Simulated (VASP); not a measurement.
# Na (P6_3/mmc) in VASP: a series of runs, part 3 of 3

VASP 6.6.1. The steps go on from the part before.

### 5 Single point, PBE

This run uses another cell than the first one, of 23.63 Å³/atom, 0.636 times its volume.

Contents of INCAR:

```
SYSTEM = Na
ALGO     = Fast           ! electronic algorithm
EDIFF    = 1E-6           ! SCF threshold, eV
ENCUT    = 520            ! plane-wave cutoff, eV
GGA      = PE             ! functional
ISIF     = 2              ! what is computed and relaxed
ISMEAR   = 0              ! smearing method
LASPH    = .True.         ! aspherical terms in the spheres
LCHARG   = .False.        ! write CHGCAR
LREAL    = .False.        ! projectors in reciprocal space
LWAVE    = .False.        ! write WAVECAR
NBANDS   = 22             ! bands
NELM     = 80             ! most SCF steps
PREC     = Accurate       ! precision mode
SIGMA    = 0.1            ! smearing width, eV
```

Contents of KPOINTS:

```
k-points
0
Gamma
  12 12 4
  0 0 0
```

Contents of POSCAR:

```
Na
1.0
    3.2251350651      0.0000000000      0.0000000000
   -1.6125675326      2.7930488970      0.0000000000
    0.0000000000      0.0000000000     10.4931086113
Na
4
Direct
    0.0000000000      0.0000000000      0.0000000000
    0.3333333333      0.6666666667      0.2500000000
    0.0000000000      0.0000000000      0.5000000000
    0.6666666667      0.3333333333      0.7500000000
```

Potentials or basis: VASP PAW PBE potentials, release 64 (Na_pv).

Launch:

```sh
> cat potpaw_PBE.64/Na_pv/POTCAR > POTCAR
> mpirun -np 1 vasp_std > vasp.out
```

OUTCAR:

```text
SYSTEM = Na
   EDIFF = 1E-6
   ENCUT = 520
   GGA = PE
   ISIF = 2
   ISMEAR = 0
   LASPH = .True.
   LREAL = .False.
   NELM = 80
   PREC = Accurate

 ion  position               nearest neighbor table
   1  0.000  0.000  0.000-
   2  0.333  0.667  0.250-
   3  0.000  0.000  0.500-
   4  0.667  0.333  0.750-

  LATTYP: Found a hexagonal cell.
 ALAT       =     3.2251350651
 C/A-ratio  =     3.2535408284

  Lattice vectors:

 A1 = (   3.2251350651,   0.0000000000,   0.0000000000)
 A2 = (  -1.6125675326,   2.7930488970,   0.0000000000)
 A3 = (   0.0000000000,   0.0000000000,  10.4931086113)

Analysis of symmetry for initial positions (statically):
=====================================================================
 Subroutine PRICEL returns:
 Original cell was already a primitive cell.

 Routine SETGRP: Setting up the symmetry group for a
 hexagonal supercell.

 Subroutine GETGRP returns: Found 24 space group operations
 (whereof 12 operations were pure point group operations)
 out of a pool of 24 trial point group operations.
[... 164 lines left out ...]
  ---------------------------------------------------
  ext. energy  EPLUGINS =         0.00000000
  ---------------------------------------------------
  free energy    TOTEN  =        -4.31761343 eV

  energy without entropy =       -4.31286127  energy(sigma->0) =       -4.31523735

 E-fermi :   2.0134     XC(G=0):  -7.8109

 val. band max:        1.9990302790   @ k =   0.2500   0.2500   0.2500
 cond. band min:       2.0900220044   @ k =   0.4167   0.0833   0.5000
 fundamental gap:      0.0909917254
 Fermi energy:         2.0134087399

 k-point     1 :       0.0000    0.0000    0.0000
  band No.  band energies     occupation
      1     -22.8793      2.00000
      2     -22.7997      2.00000
      3     -22.7997      2.00000
      4     -22.7384      2.00000
      5     -22.7384      2.00000
      6     -22.7283      2.00000
[... 589 lines left out ...]
     21       9.2810      0.00000
     22       9.4874      0.00000

 [... further k-points ...]
[... 5 lines left out ...]
  --------------------------------------------------------------------------------------
  -------------------------------------------------------------------------------------
  Total        4.7354215      4.7354215      4.7424797     -0.0000000      0.0000000      0.0000000
  in kB       80.2672919     80.2672919     80.3869309     -0.0000000      0.0000000      0.0000000
  external PRESSURE =      80.3071715 kB  Pullay stress =       0.0000000 kB

 VOLUME and BASIS-vectors are now :
 -----------------------------------------------------------------------------
  energy-cutoff  :      520.00
  volume of cell :       94.52
      direct lattice vectors                 reciprocal lattice vectors
     3.225135065  0.000000000  0.000000000     0.310064534  0.179015842  0.000000000
    -1.612567533  2.793048897  0.000000000     0.000000000  0.358031684  0.000000000
     0.000000000  0.000000000 10.493108611     0.000000000  0.000000000  0.095300643

 POSITION                                       TOTAL-FORCE (eV/Angst)
 -----------------------------------------------------------------------------------
      0.00000      0.00000      0.00000         0.000000      0.000000     -0.000000
     -0.00000      1.86203      2.62328         0.000000     -0.000000     -0.000000
      0.00000      0.00000      5.24655         0.000000      0.000000     -0.000000
      1.61257      0.93102      7.86983        -0.000000      0.000000      0.000000
 -----------------------------------------------------------------------------------
    total drift:                               -0.000000      0.000000     -0.000000

  FREE ENERGIE OF THE ION-ELECTRON SYSTEM (eV)
  ---------------------------------------------------
  free  energy   TOTEN  =        -4.3176134326 eV

  energy  without entropy=       -4.3128612692  energy(sigma->0) =       -4.31523735
```

Run time: 92 s. Hardware: 1 thread of Intel Xeon Platinum 8488C (Sapphire Rapids), shared host; peak memory 0.24 GiB.

Results:

- Free energy: -4.3176 eV
- Pressure: 8.0 GPa
- Band gap on the k mesh: zero (band 14 reaches 3.77 eV, above the bottom of band 15 at -0.94 eV)

### 6 Single point, PBE

This run uses another cell than the first one, of 20.02 Å³/atom, 0.539 times its volume.

Contents of INCAR:

```
SYSTEM = Na
ALGO = Fast
EDIFF = 1E-7
ENCUT = 520
GGA = PE
ISIF = 2
ISMEAR = 0
LASPH = .True.
LCHARG = .True.
LELF = .True.
LREAL = .False.
LVHAR = .True.
LWAVE = .False.
NBANDS = 22
NELM = 100
PREC = Accurate
SIGMA = 0.1
```

Contents of KPOINTS:

```
k-points
0
Gamma
  18 18 4
  0 0 0
```

Contents of POSCAR:

```
Na
1.0
    3.0423915103      0.0000000000      0.0000000000
   -1.5211957552      2.6347883362      0.0000000000
    0.0000000000      0.0000000000      9.9906599449
Na
4
Direct
    0.0000000000      0.0000000000      0.0000000000
    0.3333333333      0.6666666667      0.2500000000
    0.0000000000      0.0000000000      0.5000000000
    0.6666666667      0.3333333333      0.7500000000
```

Potentials or basis: VASP PAW PBE potentials, release 64 (Na_pv).

Launch:

```sh
> cat potpaw_PBE.64/Na_pv/POTCAR > POTCAR
> mpirun -np 1 vasp_std > vasp.out
```

It took 2.4 min on 1 thread of Intel Xeon Platinum 8488C (Sapphire Rapids), shared host; peak memory 0.28 GiB.

Results (log left out):

| Property | Result |
| --- | --- |
| Free energy | -3.2988 eV |
| Pressure | 15.1 GPa |
| Band gap on the k mesh | zero (band 14 reaches 4.77 eV, above the bottom of band 15 at -0.39 eV) |

Stress tensor (GPa, compression positive):
```
15.02  0.00  0.00
 0.00 15.02  0.00
 0.00  0.00 15.15
```

Levels at points of the mesh, in eV from the Fermi level:
```
           k point  band 10  band 11  band 12  band 13  band 14  band 15  band 16  band 17  band 18  band 19
(0.00, 0.00, 0.00)   -24.83   -24.83   -24.83    -4.88    -3.30    -3.30     0.60     1.58     7.74     7.75
(0.50, 0.00, 0.00)   -24.89   -24.87   -24.86     0.30     0.52     1.42     1.77     2.07     2.30     4.93
(0.00, 0.00, 0.50)   -24.83   -24.83   -24.83    -4.48    -4.48    -1.44    -1.44     4.19     4.19    11.77
(0.50, 0.00, 0.50)   -24.88   -24.87   -24.87     0.55     0.55     1.03     1.03     3.39     3.39     3.70
```

### 7 Summary

```tsv
task	cell	k mesh	cutoff (eV)	gap on the mesh (eV)	pressure (GPa)
relaxation of cell and atoms	relaxed from a = 3.700, b = 3.700, c = 12.537 Å, angles 90.0, 90.0, 120.0°, 4 atoms	15 × 15 × 4	600	none	0.0
single point	a = 3.455, b = 3.455, c = 11.222 Å, angles 90.0, 90.0, 120.0°, 4 atoms	12 × 12 × 4	520	none	3.0
single point	a = 2.629, b = 2.629, c = 8.603 Å, angles 90.0, 90.0, 120.0°, 4 atoms	18 × 18 × 6	520	none	60.4
single point	a = 3.225, b = 3.225, c = 10.493 Å, angles 90.0, 90.0, 120.0°, 4 atoms	12 × 12 × 4	520	none	8.0
single point	a = 3.042, b = 3.042, c = 9.991 Å, angles 90.0, 90.0, 120.0°, 4 atoms	18 × 18 × 4	520	none	15.1
```

Alike in all rows: level PBE; potentials or basis VASP PAW PBE potentials, release 64 (Na_pv); no spin polarisation; smearing gaussian 0.1 eV.

Absolute energies hang on the potentials; compare differences alone.
